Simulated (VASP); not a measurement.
The system is SnSbS2.

```
Sn Sb S
1.0
     5.21142    0.00000    0.00000
     0.00000    5.21142    0.00000
     0.00000    0.00000    3.73624
Sn Sb S
1 1 2
Direct
  0.50000 0.50000 0.50000
  0.00000 0.00000 0.00000
  0.00000 0.50000 0.23928
  0.50000 0.00000 0.76072
```

The cell was built from a structure type or drawn by symmetry, and may not be a known phase.

```yaml
Program: VASP 6.6.1
Task: relaxation of cell and atoms
Functional: PBE
Potentials_or_basis: VASP PAW PBE potentials, release 64 (Sn_d, Sb, S)
Cutoff: 600 eV
k_mesh: 4 × 4 × 6
Occupations: gaussian, width 0.1 eV
Spin: no spin polarisation
```

At the start: pressure 0.0 GPa; volume 25.37 Å³/atom.

**Question.** Where does the relaxation end?

**Answer.** Over 30 steps the energy falls by 20.5 meV/atom and the volume is 24.64 Å³/atom (-2.9 %); space group P-4m2 (No. 115, to 0.1 Å) before and after.

The path:
| step | energy change (eV) | largest force (eV/Å) | pressure (GPa) | volume (Å³) |
| --- | --- | --- | --- | --- |
| 1 | 0.0000 | 0.0921 | 0.02 | 101.47 |
| 2 | -0.0066 | 0.0948 | -0.29 | 101.51 |
| 3 | -0.0173 | 0.1173 | -1.17 | 101.56 |
| 4 | -0.0205 | 0.1150 | -1.07 | 101.19 |
| 5 | -0.0276 | 0.1033 | -0.81 | 100.05 |
| 6 | -0.0256 | 0.0756 | -0.17 | 97.76 |
| 7 | -0.0297 | 0.0913 | -0.57 | 99.13 |
| 8 | -0.0316 | 0.0875 | -0.33 | 98.84 |
| 9 | -0.0327 | 0.0818 | 0.01 | 98.44 |
| 10 | -0.0327 | 0.0811 | 0.06 | 98.39 |
| 11 | -0.0330 | 0.0814 | 0.06 | 98.42 |
| 12 | -0.0338 | 0.0829 | 0.04 | 98.51 |
| 13 | -0.0355 | 0.0867 | 0.01 | 98.70 |
| 14 | -0.0388 | 0.0929 | -0.04 | 99.08 |
| 15 | -0.0451 | 0.0910 | -0.21 | 99.83 |
| 16 | -0.0513 | 0.0619 | -0.68 | 101.34 |
| 17 | -0.0518 | 0.0617 | -0.65 | 101.30 |
| 18 | -0.0531 | 0.0617 | -0.56 | 101.18 |
| 19 | -0.0556 | 0.0610 | -0.39 | 100.93 |
| 20 | -0.0591 | 0.0573 | -0.05 | 100.43 |
| 21 | -0.0592 | 0.0299 | 0.66 | 99.44 |
| 22 | -0.0605 | 0.0480 | 0.27 | 99.96 |
| 23 | -0.0625 | 0.0440 | 0.28 | 99.89 |
| 24 | -0.0676 | 0.0296 | 0.30 | 99.65 |
| 25 | -0.0736 | 0.0088 | 0.30 | 99.18 |
| 26 | -0.0745 | 0.0210 | 0.29 | 98.95 |
| 27 | -0.0789 | 0.0145 | -0.15 | 99.32 |
| 28 | -0.0798 | 0.0102 | -0.45 | 99.57 |
| 29 | -0.0813 | 0.0044 | -0.24 | 99.02 |
| 30 | -0.0818 | 0.0005 | -0.06 | 98.55 |

Final structure:
```
Sn Sb S
1.0
     5.28495    0.00000    0.00000
     0.00000    5.28495    0.00000
     0.00000    0.00000    3.52854
Sn Sb S
1 1 2
Direct
  0.50000 0.50000 0.50000
  0.00000 0.00000 0.00000
  0.00000 0.50000 0.11426
  0.50000 0.00000 0.88574
```
